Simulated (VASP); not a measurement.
# SiNi2 (P6_3/mmc) in VASP: further runs

SiNi2 is run at these levels: PBEsol; tasks: single point.

All numbers are computed with VASP 6.6.1; they aren't measurements. Logs are shortened: lines on timing, memory, paths and dates and some standing lists are left out, and cuts for length are marked.

## (1) The cell of the first run

Symmetry: P6_3/mmc, No. 194, hexagonal system. The conventional cell has a = 3.714 Å, b = 3.714 Å, c = 4.720 Å, α = 90.00°, β = 90.00°, γ = 120.00°. Si (site symmetry -6m2) has 11 Ni at 2.14 to 2.45 Å within 2.8 Å. Ni (site symmetry -3m) has 8 Ni at 2.36 to 2.45 Å and 6 Si at 2.45 Å within 3.1 Å. Within 2.8 Å of Ni (site symmetry -6m2) lie 5 Si at 2.14 to 2.36 Å and 6 Ni at 2.45 Å.

## (2) Single point, PBEsol (equal strain along all axes, cell held: -4.0 %)

INCAR

```
  PREC = Accurate
  ENCUT = 520
  EDIFF = 1E-6
  ISMEAR = 0
  SIGMA = 0.1
  LREAL = False
  LASPH = True
  NELM = 80
  ALGO = Fast
  ISIF = 2
  LWAVE = False
  LCHARG = True
  GGA = PS
  LELF = True
  LVHAR = True
  NBANDS = 33
```

KPOINTS

```
regular mesh
0
Gamma
  12 12 8
```

POSCAR

```
SiNi2
1.0
    3.7137250405      0.0000000000      0.0000000000
   -1.8568625202      3.2161802277      0.0000000000
    0.0000000000      0.0000000000      4.7203058467
Si Ni
2 4
Direct
    0.3333333333      0.6666666667      0.7500000000
    0.6666666667      0.3333333333      0.2500000000
    0.0000000000      0.0000000000      0.0000000000
    0.0000000000      0.0000000000      0.5000000000
    0.3333333333      0.6666666667      0.2500000000
    0.6666666667      0.3333333333      0.7500000000
```

Potentials or basis: VASP PAW PBE potentials, release 64 (Si, Ni).

Launch:

```console
$ cat potpaw_PBE.64/Si/POTCAR potpaw_PBE.64/Ni/POTCAR > POTCAR
$ mpirun -np 1 vasp_std > vasp.out
```

OUTCAR:

```text
PREC = Accurate
   ENCUT = 520
   EDIFF = 1E-6
   ISMEAR = 0
   LREAL = False
   LASPH = True
   NELM = 80
   ISIF = 2
   GGA = PS

 ion  position               nearest neighbor table
   1  0.333  0.667  0.750-   6 2.14   6 2.14   6 2.14   5 2.36   5 2.36   3 2.45   4 2.45   4 2.45
                             3 2.45   4 2.45   3 2.45
   2  0.667  0.333  0.250-   5 2.14   5 2.14   5 2.14   6 2.36   6 2.36   3 2.45   4 2.45   3 2.45
                             4 2.45   3 2.45   4 2.45
   3  0.000  0.000  0.000-   4 2.36   4 2.36   1 2.45   5 2.45   6 2.45   2 2.45   1 2.45   5 2.45
                             2 2.45   6 2.45   2 2.45   6 2.45   1 2.45   5 2.45
   4  0.000  0.000  0.500-   3 2.36   3 2.36   1 2.45   5 2.45   6 2.45   2 2.45   1 2.45   5 2.45
                             2 2.45   6 2.45   2 2.45   6 2.45   1 2.45   5 2.45
   5  0.333  0.667  0.250-   2 2.14   2 2.14   2 2.14   1 2.36   1 2.36   3 2.45   4 2.45   4 2.45
                             3 2.45   4 2.45   3 2.45
   6  0.667  0.333  0.750-   1 2.14   1 2.14   1 2.14   2 2.36   2 2.36   3 2.45   4 2.45   3 2.45
                             4 2.45   3 2.45   4 2.45

  LATTYP: Found a hexagonal cell.
 ALAT       =     3.7137250405
 C/A-ratio  =     1.2710434389

  Lattice vectors:

 A1 = (   3.7137250405,   0.0000000000,   0.0000000000)
 A2 = (  -1.8568625202,   3.2161802277,   0.0000000000)
 A3 = (   0.0000000000,   0.0000000000,   4.7203058467)

Analysis of symmetry for initial positions (statically):
=====================================================================
 Subroutine PRICEL returns:
 Original cell was already a primitive cell.

 Routine SETGRP: Setting up the symmetry group for a
 hexagonal supercell.

 Subroutine GETGRP returns: Found 24 space group operations
 (whereof 12 operations were pure point group operations)
 out of a pool of 24 trial point group operations.

The static configuration has the point symmetry D_3d.
 The point group associated with its full space group is D_6h.

Analysis of symmetry for dynamics (positions and initial velocities):
=====================================================================
 Subroutine PRICEL returns:
 Original cell was already a primitive cell.

 Routine SETGRP: Setting up the symmetry group for a
 hexagonal supercell.

 Subroutine GETGRP returns: Found 24 space group operations
 (whereof 12 operations were pure point group operations)
 out of a pool of 24 trial point group operations.

The dynamic configuration has the point symmetry D_3d.
[... 107 lines left out ...]
   NELM   =     80;   NELMIN=  2; NELMDL= -5     # of ELM steps
   EDIFF  = 0.1E-05   stopping-criterion for ELM
   LREAL  =      F    real-space projection
   EDIFFG = 0.1E-04   stopping-criterion for IOM
   NSW    =      0    number of steps for IOM
   IBRION =     -1    ionic relax: 0-MD 1-quasi-New 2-CG
   NFREE  =      0    steps in history (QN), initial steepest desc. (CG)
   ISIF   =      2    stress and relaxation
   ISYM   =      2    0-nonsym 1-usesym 2-fastsym
   POTIM  = 0.5000    time-step for ionic-motion
   TEBEG  =    0.0;   TEEND  =   0.0 temperature during run
   PSTRESS=    0.0 pullay stress
   NELECT =      48.0000    total number of electrons
   NUPDOWN=      -1.0000    fix difference up-down
   EMIN   =  10.00;   EMAX   =-10.00  energy-range for DOS
   EFERMI =   0.00;   METHOD = LEGACY
   ISMEAR =     0;   SIGMA  =   0.10  broadening in eV -4-tet -1-fermi 0-gaus
   EFERMI_NEDOS =   21; number of points for ismear=-14 and -15
   IALGO  =     68    algorithm
   IMIX   =      4    mixing-type and parameters
     AMIX     =   0.40;   BMIX     =  1.00
     AMIX_MAG =   1.60;   BMIX_MAG =  1.00
  volume/ion in A,a.u.               =       9.40        63.41
  Fermi-wavevector in a.u.,A,eV,Ry     =   1.551607  2.932113 32.755826  2.407485
  Thomas-Fermi vector in A             =   2.656102
   LORBIT       =      0    0 simple, 1 ext, 2 COOP (PROOUT), +10 PAW based schemes
   GGA     = PS    functional components
   LHFCALC =     F    Hartree Fock is set to
   AEXX    =    0.0000 exact exchange contribution
   IVDW    =     0    specifies the selected vdW correction
   LEPSILON=     F    determine dielectric tensor
   LRPA    =     F    only Hartree local field effects (RPA)
 non-spin polarized calculation
 RMM-DIIS sequential band-by-band and
 Gauss-broadening in eV      SIGMA  =   0.10
  energy-cutoff  :      520.00
  volume of cell :       56.38
 maximum number of plane-waves:      1534
 NGX is ok and might be reduce to    28
   NGX = 13   NGY = 13   NGZ = 17

 number of electron      47.9999992 magnetization

 Free energy of the ion-electron system (eV)
  ---------------------------------------------------
  ext. energy  EPLUGINS =         0.00000000
  ---------------------------------------------------
  free energy    TOTEN  =       -38.79237367 eV

  energy without entropy =      -38.77721775  energy(sigma->0) =      -38.78479571

 E-fermi :  13.4362     XC(G=0): -13.8933

 val. band max:       13.4174388766   @ k =   0.2500  -0.0000   0.3750
 cond. band min:      13.4606391054   @ k =   0.1667   0.0000   0.0000
 fundamental gap:      0.0432002288
 Fermi energy:        13.4362260823

 k-point     1 :       0.0000    0.0000    0.0000
  band No.  band energies     occupation
      1      -0.4540      2.00000
      2       4.5600      2.00000
      3       6.0107      2.00000
      4       7.3801      2.00000
      5       7.3801      2.00000
      6       8.6943      2.00000
[... 853 lines left out ...]
     32      21.4830      0.00000
     33      22.4708      0.00000

 [... further k-points ...]
[... 5 lines left out ...]
  --------------------------------------------------------------------------------------
  -------------------------------------------------------------------------------------
  Total       13.9385006     13.9385006     11.9077304      0.0000000     -0.0000000      0.0000000
  in kB      396.1014005    396.1014004    338.3913956      0.0000000     -0.0000000      0.0000000
  external PRESSURE =     376.8647322 kB  Pullay stress =       0.0000000 kB

 VOLUME and BASIS-vectors are now :
 -----------------------------------------------------------------------------
  energy-cutoff  :      520.00
  volume of cell :       56.38
      direct lattice vectors                 reciprocal lattice vectors
     3.713725040  0.000000000  0.000000000     0.269271416  0.155463924  0.000000000
    -1.856862520  3.216180228  0.000000000     0.000000000  0.310927849  0.000000000
     0.000000000  0.000000000  4.720305847     0.000000000  0.000000000  0.211850679

 POSITION                                       TOTAL-FORCE (eV/Angst)
 -----------------------------------------------------------------------------------
     -0.00000      2.14412      3.54023         0.000000     -0.000000      0.000000
      1.85686      1.07206      1.18008        -0.000000      0.000000      0.000000
      0.00000      0.00000      0.00000        -0.000000      0.000000      0.000000
      0.00000      0.00000      2.36015        -0.000000      0.000000      0.000000
     -0.00000      2.14412      1.18008        -0.000000      0.000000      0.000000
      1.85686      1.07206      3.54023         0.000000     -0.000000      0.000000
 -----------------------------------------------------------------------------------
    total drift:                               -0.000000      0.000000      0.000000

  FREE ENERGIE OF THE ION-ELECTRON SYSTEM (eV)
  ---------------------------------------------------
  free  energy   TOTEN  =       -38.7923736742 eV

  energy  without entropy=      -38.7772177514  energy(sigma->0) =      -38.78479571
```

OSZICAR:

```text
N       E                     dE             d eps       ncg     rms          rms(c)
DAV:   1     0.326539657504E+03    0.32654E+03   -0.20809E+04  6390   0.194E+03
DAV:   2    -0.198253041162E+02   -0.34636E+03   -0.32619E+03  6271   0.379E+02
DAV:   3    -0.441156422889E+02   -0.24290E+02   -0.23252E+02  6904   0.127E+02
DAV:   4    -0.447354735534E+02   -0.61983E+00   -0.61664E+00  7522   0.188E+01
DAV:   5    -0.447567055121E+02   -0.21232E-01   -0.21225E-01  8090   0.327E+00    0.295E+01
RMM:   6    -0.444510459544E+02    0.30566E+00   -0.66067E+01  6875   0.820E+01    0.225E+01
RMM:   7    -0.392753828839E+02    0.51757E+01   -0.18755E+01  6326   0.462E+01    0.101E+01
RMM:   8    -0.397517654715E+02   -0.47638E+00   -0.29771E+00  6608   0.165E+01    0.110E+01
RMM:   9    -0.387965862392E+02    0.95518E+00   -0.12326E+00  6614   0.115E+01    0.132E+00
RMM:  10    -0.387922117658E+02    0.43745E-02   -0.84036E-02  7100   0.221E+00    0.679E-01
RMM:  11    -0.387912789083E+02    0.93286E-03   -0.34019E-02  7666   0.143E+00    0.349E-01
RMM:  12    -0.387923157955E+02   -0.10369E-02   -0.11562E-02  8056   0.613E-01    0.296E-01
RMM:  13    -0.387926189360E+02   -0.30314E-03   -0.23310E-03  8828   0.266E-01    0.196E-01
RMM:  14    -0.387923715327E+02    0.24740E-03   -0.83583E-04  6876   0.269E-01    0.803E-02
RMM:  15    -0.387923743030E+02   -0.27703E-05   -0.11660E-04  7601   0.899E-02    0.584E-02
RMM:  16    -0.387923745637E+02   -0.26064E-06   -0.33116E-05  8387   0.315E-02    0.394E-02
RMM:  17    -0.387923736742E+02    0.88951E-06   -0.52916E-06  5858   0.162E-02
   1 F= -.38792374E+02 E0= -.38784796E+02  d E =-.151559E-01
```

stdout:

```text
POSCAR found type information on POSCAR SiNi
 POSCAR found :  2 types and       6 ions
 scaLAPACK will be used
 -----------------------------------------------------------------------------
|                                                                             |
|                                                                             |
|     You enforced a specific xc type in the INCAR file but a different       |
|     I HOPE YOU KNOW WHAT YOU ARE DOING!                                     |
|                                                                             |
 -----------------------------------------------------------------------------

 LDA part: xc-table for (Slater+PW92), standard interpolation
 POSCAR, INCAR and KPOINTS ok, starting setup
 FFT: planning ... GRIDC
 FFT: planning ... GRID_SOFT
 FFT: planning ... GRID
 WAVECAR not read
 entering main loop
```

Run time: 2.7 min. Hardware: 1 thread of Intel Xeon Platinum 8488C (Sapphire Rapids), shared host; peak memory 0.26 GiB.

Results:

- Free energy: -38.7924 eV
- Pressure: 37.7 GPa
- Band gap on the k mesh: zero (band 24 reaches 16.72 eV, above the bottom of band 25 at 12.75 eV)

Levels at points of the mesh, in eV from the Fermi level:
```csv
k point,band 20,band 21,band 22,band 23,band 24,band 25,band 26,band 27,band 28,band 29
"(0.00, 0.00, 0.00)",-1.51,-0.76,-0.76,0.17,2.89,2.89,3.27,3.27,3.39,3.65
"(0.50, 0.00, 0.00)",-1.82,-1.64,-1.46,-1.24,-0.83,-0.67,1.69,2.12,3.49,4.34
"(0.00, 0.00, 0.50)",-1.51,-1.51,-1.51,2.83,2.83,3.67,3.67,3.67,3.67,4.56
"(0.50, 0.00, 0.50)",-2.08,-1.53,-1.53,-1.09,-1.09,1.10,1.10,3.50,3.50,6.24
```

Caveat: the cell differs from its parent crystal (equal strain along all axes, cell held: -4.0 %); the PAW data sets were made with another functional, which shifts forces and pressure a little. Spin polarisation is off, so any magnetic state and its effect on volume and gap are missing.

## (3) Single point, PBEsol (equal strain along all axes, cell held: -2.0 %)

INCAR

```
SYSTEM = SiNi2
PREC = Accurate
ENCUT = 520
EDIFF = 1E-6
ISMEAR = 0
SIGMA = 0.1
LREAL = .False.
LASPH = .True.
NELM = 60
ALGO = Fast
ISIF = 2
LWAVE = .False.
LCHARG = .False.
GGA = PS
NBANDS = 33
```

KPOINTS

```
regular mesh
0
Gamma
  12 12 8
  0 0 0
```

POSCAR: that of step 2 with these lines changed.

```diff
@@ -2,5 +2,5 @@
 1.0
-    3.7137250405      0.0000000000      0.0000000000
-   -1.8568625202      3.2161802277      0.0000000000
-    0.0000000000      0.0000000000      4.7203058467
+    3.7910943121      0.0000000000      0.0000000000
+   -1.8955471561      3.2831839825      0.0000000000
+    0.0000000000      0.0000000000      4.8186455518
 Si Ni
```

Potentials or basis: VASP PAW PBE potentials, release 64 (Si, Ni).

Launch:

```console
$ cat potpaw_PBE.64/Si/POTCAR potpaw_PBE.64/Ni/POTCAR > POTCAR
$ mpirun -np 1 vasp_std > vasp.out
```

OUTCAR:

```text
SYSTEM = SiNi2
   PREC = Accurate
   ENCUT = 520
   EDIFF = 1E-6
   ISMEAR = 0
   LREAL = .False.
   LASPH = .True.
   NELM = 60
   ISIF = 2
   GGA = PS

 ion  position               nearest neighbor table
   1  0.333  0.667  0.750-   6 2.19   6 2.19   6 2.19   5 2.41   5 2.41   3 2.50   4 2.50   4 2.50
                             3 2.50   4 2.50   3 2.50
   2  0.667  0.333  0.250-   5 2.19   5 2.19   5 2.19   6 2.41   6 2.41   3 2.50   4 2.50   3 2.50
                             4 2.50   3 2.50   4 2.50
   3  0.000  0.000  0.000-   4 2.41   4 2.41   1 2.50   5 2.50   6 2.50   2 2.50   2 2.50   6 2.50
                             1 2.50   5 2.50   2 2.50   6 2.50   1 2.50   5 2.50
   4  0.000  0.000  0.500-   3 2.41   3 2.41   1 2.50   5 2.50   6 2.50   2 2.50   2 2.50   6 2.50
                             1 2.50   5 2.50   2 2.50   6 2.50   1 2.50   5 2.50
   5  0.333  0.667  0.250-   2 2.19   2 2.19   2 2.19   1 2.41   1 2.41   3 2.50   4 2.50   4 2.50
                             3 2.50   4 2.50   3 2.50
   6  0.667  0.333  0.750-   1 2.19   1 2.19   1 2.19   2 2.41   2 2.41   3 2.50   4 2.50   3 2.50
                             4 2.50   3 2.50   4 2.50

  LATTYP: Found a hexagonal cell.
 ALAT       =     3.7910943121
 C/A-ratio  =     1.2710434389

[... 196 lines left out ...]
 Fermi energy:        12.3801885254

 k-point     1 :       0.0000    0.0000    0.0000
  band No.  band energies     occupation
      1      -0.9489      2.00000
      2       3.8136      2.00000
      3       5.3835      2.00000
      4       6.7682      2.00000
      5       6.7682      2.00000
      6       8.0321      2.00000
[... 853 lines left out ...]
     32      20.0426      0.00000
     33      21.1868      0.00000

 [... further k-points ...]

------------------------ aborting loop because EDIFF is reached ----------------------------------------

  FORCE on cell =-STRESS in cart. coord.  units (eV):
  Direction    XX          YY          ZZ          XY          YZ          ZX
  --------------------------------------------------------------------------------------
  -------------------------------------------------------------------------------------
  Total        6.4147989      6.4147989      5.4111311     -0.0000000      0.0000000      0.0000000
  in kB      171.3597562    171.3597562    144.5485848     -0.0000000      0.0000000      0.0000000
  external PRESSURE =     162.4226991 kB  Pullay stress =       0.0000000 kB

 VOLUME and BASIS-vectors are now :
 -----------------------------------------------------------------------------
  energy-cutoff  :      520.00
  volume of cell :       59.98
      direct lattice vectors                 reciprocal lattice vectors
     3.791094312  0.000000000  0.000000000     0.263776081  0.152291191  0.000000000
    -1.895547156  3.283183983  0.000000000     0.000000000  0.304582383  0.000000000
     0.000000000  0.000000000  4.818645552     0.000000000  0.000000000  0.207527196

 POSITION                                       TOTAL-FORCE (eV/Angst)
 -----------------------------------------------------------------------------------
     -0.00000      2.18879      3.61398        -0.000000     -0.000000      0.000000
      1.89555      1.09439      1.20466         0.000000      0.000000      0.000000
      0.00000      0.00000      0.00000         0.000000      0.000000      0.000000
      0.00000      0.00000      2.40932         0.000000      0.000000      0.000000
     -0.00000      2.18879      1.20466        -0.000000      0.000000      0.000000
      1.89555      1.09439      3.61398         0.000000     -0.000000      0.000000
 -----------------------------------------------------------------------------------
    total drift:                                0.000000     -0.000000      0.000000

  FREE ENERGIE OF THE ION-ELECTRON SYSTEM (eV)
  ---------------------------------------------------
  free  energy   TOTEN  =       -39.3795146073 eV

  energy  without entropy=      -39.3633724465  energy(sigma->0) =      -39.37144353
```

OSZICAR:

```text
N       E                     dE             d eps       ncg     rms          rms(c)
DAV:   1     0.323190373014E+03    0.32319E+03   -0.20798E+04  6278   0.191E+03
DAV:   2    -0.204916517022E+02   -0.34368E+03   -0.32410E+03  6270   0.375E+02
DAV:   3    -0.446285005238E+02   -0.24137E+02   -0.22854E+02  6943   0.125E+02
DAV:   4    -0.452451333796E+02   -0.61663E+00   -0.61366E+00  7474   0.186E+01
DAV:   5    -0.452668177510E+02   -0.21684E-01   -0.21676E-01  7980   0.324E+00    0.273E+01
RMM:   6    -0.457398258811E+02   -0.47301E+00   -0.71153E+01  6840   0.846E+01    0.238E+01
RMM:   7    -0.397207659047E+02    0.60191E+01   -0.20038E+01  6308   0.477E+01    0.854E+00
RMM:   8    -0.403991622177E+02   -0.67840E+00   -0.27401E+00  6557   0.156E+01    0.112E+01
RMM:   9    -0.393846804512E+02    0.10145E+01   -0.12067E+00  6555   0.113E+01    0.126E+00
RMM:  10    -0.393796920535E+02    0.49884E-02   -0.86546E-02  6922   0.204E+00    0.661E-01
RMM:  11    -0.393785521349E+02    0.11399E-02   -0.31396E-02  7562   0.143E+00    0.318E-01
RMM:  12    -0.393794439406E+02   -0.89181E-03   -0.10298E-02  8007   0.582E-01    0.247E-01
RMM:  13    -0.393796756071E+02   -0.23167E-03   -0.20527E-03  8926   0.235E-01    0.135E-01
RMM:  14    -0.393795106916E+02    0.16492E-03   -0.55438E-04  6845   0.212E-01    0.421E-02
RMM:  15    -0.393795129464E+02   -0.22549E-05   -0.72534E-05  7514   0.733E-02    0.262E-02
RMM:  16    -0.393795140823E+02   -0.11358E-05   -0.26738E-05  8370   0.311E-02    0.140E-02
RMM:  17    -0.393795146073E+02   -0.52505E-06   -0.47644E-06  5513   0.130E-02
   1 F= -.39379515E+02 E0= -.39371444E+02  d E =-.161422E-01
```

Wall time 2.7 min (1 thread of Intel Xeon Platinum 8488C (Sapphire Rapids), shared host); peak memory 0.27 GiB.

What came out:

| Item | Value |
| --- | --- |
| Free energy | -39.3795 eV |
| Pressure | 16.2 GPa |
| Band gap on the k mesh | zero (band 24 reaches 15.42 eV, above the bottom of band 25 at 11.75 eV) |

Stress tensor (GPa, compression positive):
```
17.14  0.00  0.00
 0.00 17.14  0.00
 0.00  0.00 14.45
```

Caveat: the cell differs from its parent crystal (equal strain along all axes, cell held: -2.0 %); the PAW data sets were made with another functional, which shifts forces and pressure a little. Spin polarisation is off, so any magnetic state and its effect on volume and gap are missing.

(Part 1 of 3 ends here.)
